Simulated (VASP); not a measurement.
# OsSe (F-43m) in VASP: single point with PBEsol

Aim: the single point of OsSe with PBEsol.

Program: VASP 6.6.1. These are calculated values, not measurements. Logs are shortened: lines on timing, memory, paths and dates and some standing lists are left out, and cuts for length are marked.

## Step 1: The cell of the first run

The structure is cubic, space group F-43m (No. 216). Conventional cell: a = 5.444 Å, b = 5.444 Å, c = 5.444 Å, α = 90.00°, β = 90.00°, γ = 90.00°. Within 3.1 Å of Os (site symmetry -43m) lie 4 Se at 2.36 Å. Se (site symmetry -43m) has 4 Os at 2.36 Å within 3.1 Å.

## Step 2: Single point, PBEsol, collinear spin

Input file POSCAR:

```
OsSe
1.0
    0.0000000000      2.7219284179      2.7219284179
    2.7219284179      0.0000000000      2.7219284179
    2.7219284179      2.7219284179      0.0000000000
Os Se
1 1
Direct
    0.0000000000      0.0000000000      0.0000000000
    0.2500000000      0.2500000000      0.2500000000
```

Input file INCAR.step1:

```
PREC = Accurate
ENCUT = 520
EDIFF = 1E-7
ISMEAR = 0
SIGMA = 0.05
LREAL = F
LASPH = T
NELM = 150
ALGO = Normal
ISIF = 2
LWAVE = F
LCHARG = T
ISPIN = 2
MAGMOM = 0.05 0
LMAXMIX = 4
GGA = PS
NBANDS = 18
```

Input file KPOINTS.step1:

```
regular mesh
0
Gamma
  10 10 10
```

Input file INCAR.step2:

```
PREC = Accurate
ENCUT = 520
EDIFF = 1E-7
ISMEAR = -5
SIGMA = 0.05
LREAL = F
LASPH = T
NELM = 150
ALGO = Normal
ISIF = 2
LWAVE = F
LCHARG = F
ISPIN = 2
MAGMOM = 0.05 0
LORBIT = 10
LMAXMIX = 4
GGA = PS
NBANDS = 18
NEDOS = 1001
ICHARG = 11
```

Input file KPOINTS.step2:

```
regular mesh
0
Gamma
  15 15 15
```

Potentials or basis: VASP PAW PBE potentials, release 64 (Os, Se).

The run is started by

```console
> cat potpaw_PBE.64/Os/POTCAR potpaw_PBE.64/Se/POTCAR > POTCAR
> cp INCAR.step1 INCAR
> cp KPOINTS.step1 KPOINTS
> mpirun -np 1 vasp_std > vasp.out
> cp INCAR.step2 INCAR
> cp KPOINTS.step2 KPOINTS
> mpirun -np 1 vasp_std > vasp.out
```

OUTCAR:

```text
PREC = Accurate
   ENCUT = 520
   EDIFF = 1E-7
   ISMEAR = -5
   LREAL = F
   LASPH = T
   NELM = 150
   ISIF = 2
   ISPIN = 2
   LORBIT = 10
   GGA = PS
   ICHARG = 11

 ion  position               nearest neighbor table
   1  0.000  0.000  0.000-   2 2.36   2 2.36   2 2.36   2 2.36
   2  0.250  0.250  0.250-   1 2.36   1 2.36   1 2.36   1 2.36

  LATTYP: Found a face centered cubic cell.
 ALAT       =     5.4438568358

  Lattice vectors:

 A1 = (   0.0000000000,   2.7219284179,   2.7219284179)
 A2 = (   2.7219284179,   0.0000000000,   2.7219284179)
 A3 = (   2.7219284179,   2.7219284179,   0.0000000000)

Analysis of symmetry for initial positions (statically):
=====================================================================
 Subroutine PRICEL returns:
 Original cell was already a primitive cell.

 Routine SETGRP: Setting up the symmetry group for a
 face centered cubic supercell.

 Subroutine GETGRP returns: Found 24 space group operations
 (whereof 24 operations were pure point group operations)
 out of a pool of 48 trial point group operations.

The static configuration has the point symmetry T_d .

Analysis of symmetry for dynamics (positions and initial velocities):
=====================================================================
 Subroutine PRICEL returns:
 Original cell was already a primitive cell.

 Routine SETGRP: Setting up the symmetry group for a
 face centered cubic supercell.

 Subroutine GETGRP returns: Found 24 space group operations
 (whereof 24 operations were pure point group operations)
 out of a pool of 48 trial point group operations.

The dynamic configuration has the point symmetry T_d .

Analysis of structural, dynamic, and magnetic symmetry:
=====================================================================
 Subroutine PRICEL returns:
 Original cell was already a primitive cell.

 Routine SETGRP: Setting up the symmetry group for a
 face centered cubic supercell.

 Subroutine GETGRP returns: Found 24 space group operations
 (whereof 24 operations were pure point group operations)
 out of a pool of 48 trial point group operations.

The overall configuration has the point symmetry T_d .

 Subroutine INISYM returns: Found 24 space group operations
 (whereof 24 operations are pure point group operations),
 and found     1 'primitive' translations

[... 109 lines left out ...]
   EMIN   =  10.00;   EMAX   =-10.00  energy-range for DOS
   EFERMI =   0.00;   METHOD = LEGACY
   ISMEAR =    -5;   SIGMA  =   0.05  broadening in eV -4-tet -1-fermi 0-gaus
   EFERMI_NEDOS =   21; number of points for ismear=-14 and -15
   IALGO  =     38    algorithm
   IMIX   =      4    mixing-type and parameters
     AMIX     =   0.40;   BMIX     =  1.00
     AMIX_MAG =   1.60;   BMIX_MAG =  1.00
  volume/ion in A,a.u.               =      20.17       136.09
  Fermi-wavevector in a.u.,A,eV,Ry     =   1.150529  2.174184 18.010255  1.323716
  Thomas-Fermi vector in A             =   2.287192
   LORBIT       =     10    0 simple, 1 ext, 2 COOP (PROOUT), +10 PAW based schemes
   GGA     = PS    functional components
   LHFCALC =     F    Hartree Fock is set to
   AEXX    =    0.0000 exact exchange contribution
   IVDW    =     0    specifies the selected vdW correction
   LEPSILON=     F    determine dielectric tensor
   LRPA    =     F    only Hartree local field effects (RPA)
 spin polarized calculation
 Fermi weights with tetrahedron method with Bloechl corrections
  energy-cutoff  :      520.00
  volume of cell :       40.33
 maximum number of plane-waves:      1103
 NGX is ok and might be reduce to    30

 number of electron      14.0000001 magnetization       0.0016843

 Free energy of the ion-electron system (eV)
  ---------------------------------------------------
  ext. energy  EPLUGINS =         0.00000000
  ---------------------------------------------------
  free energy    TOTEN  =       -14.66076920 eV

  energy without entropy =      -14.66076920  energy(sigma->0) =      -14.66076920

 E-fermi :   5.7090     XC(G=0): -11.0131

 val. band max:        5.7222659738   @ k =  -0.4000   0.4000   0.0000
 cond. band min:       5.6067800193   @ k =   0.4000   0.4000   0.0000
 fundamental gap:     -0.1154859545
 Fermi energy:         5.7090022088

 spin component 1

 k-point     1 :       0.0000    0.0000    0.0000
  band No.  band energies     occupation
      1     -10.3312      1.00000
      2      -0.4541      1.00000
      3      -0.4541      1.00000
      4      -0.4541      1.00000
      5       3.6741      1.00000
      6       3.6741      1.00000
[... 493 lines left out ...]
     17      20.9673      0.00000
     18      21.0500      0.00000

 [... further k-points ...]

 spin component 2

 k-point     1 :       0.0000    0.0000    0.0000
  band No.  band energies     occupation
      1     -10.3310      1.00000
      2      -0.4535      1.00000
      3      -0.4535      1.00000
      4      -0.4535      1.00000
      5       3.6747      1.00000
      6       3.6747      1.00000
[... 493 lines left out ...]
     17      20.9675      0.00000
     18      21.0503      0.00000

 [... further k-points ...]
[... 5 lines left out ...]
  --------------------------------------------------------------------------------------
  -------------------------------------------------------------------------------------
  Total        0.3569642      0.3569642      0.3569642      0.0000000     -0.0000000      0.0000000
  in kB       14.1799649     14.1799649     14.1799649      0.0000000     -0.0000000      0.0000000
  external PRESSURE =      14.1799649 kB  Pullay stress =       0.0000000 kB

 VOLUME and BASIS-vectors are now :
 -----------------------------------------------------------------------------
  energy-cutoff  :      520.00
  volume of cell :       40.33
      direct lattice vectors                 reciprocal lattice vectors
     0.000000000  2.721928418  2.721928418    -0.183693295  0.183693295  0.183693295
     2.721928418  0.000000000  2.721928418     0.183693295 -0.183693295  0.183693295
     2.721928418  2.721928418  0.000000000     0.183693295  0.183693295 -0.183693295

 POSITION                                       TOTAL-FORCE (eV/Angst)
 -----------------------------------------------------------------------------------
      0.00000      0.00000      0.00000        -0.000000     -0.000000     -0.000000
      1.36096      1.36096      1.36096         0.000000      0.000000      0.000000
 -----------------------------------------------------------------------------------
    total drift:                                0.000000      0.000000      0.000000

  FREE ENERGIE OF THE ION-ELECTRON SYSTEM (eV)
  ---------------------------------------------------
  free  energy   TOTEN  =       -14.6607692021 eV

  energy  without entropy=      -14.6607692021  energy(sigma->0) =      -14.66076920

 total charge

# of ion       s       p       d       tot
------------------------------------------
    1        0.604   0.490   6.288   7.381
    2        1.420   2.333   0.209   3.962
--------------------------------------------------
tot          2.024   2.822   6.496  11.343

 magnetization (x)

# of ion       s       p       d       tot
------------------------------------------
    1        0.000   0.000   0.001   0.001
    2        0.000  -0.000   0.000  -0.000
--------------------------------------------------
tot          0.000  -0.000   0.001   0.001
```

It took 3.1 min on 1 thread of Intel Xeon Platinum 8259CL at 2.50GHz (Skylake/Cascade Lake), shared host; peak memory 0.28 GiB.

Results:

```yaml
Net_moment: 0.00 μB per cell
Valence_electrons_inside_the_program's_atomic_spheres: Os 7.38; Se 3.96
```

Levels at points of the mesh, in eV from the Fermi level:
Spin up:
```csv
k point,band 3,band 4,band 5,band 6,band 7,band 8,band 9,band 10,band 11,band 12
"(0.00, 0.00, 0.00)",-6.16,-6.16,-2.03,-2.03,0.79,3.99,3.99,3.99,7.09,7.09
```
Spin down:
```
           k point  band 4  band 5  band 6  band 7  band 8  band 9  band 10  band 11
(0.00, 0.00, 0.00)   -6.16   -2.03   -2.03    0.79    3.99    3.99     3.99     7.09
```

Caveat: the PAW data sets were made with another functional, which shifts forces and pressure a little; spin-orbit coupling is left out, which moves the levels of the heavy elements.
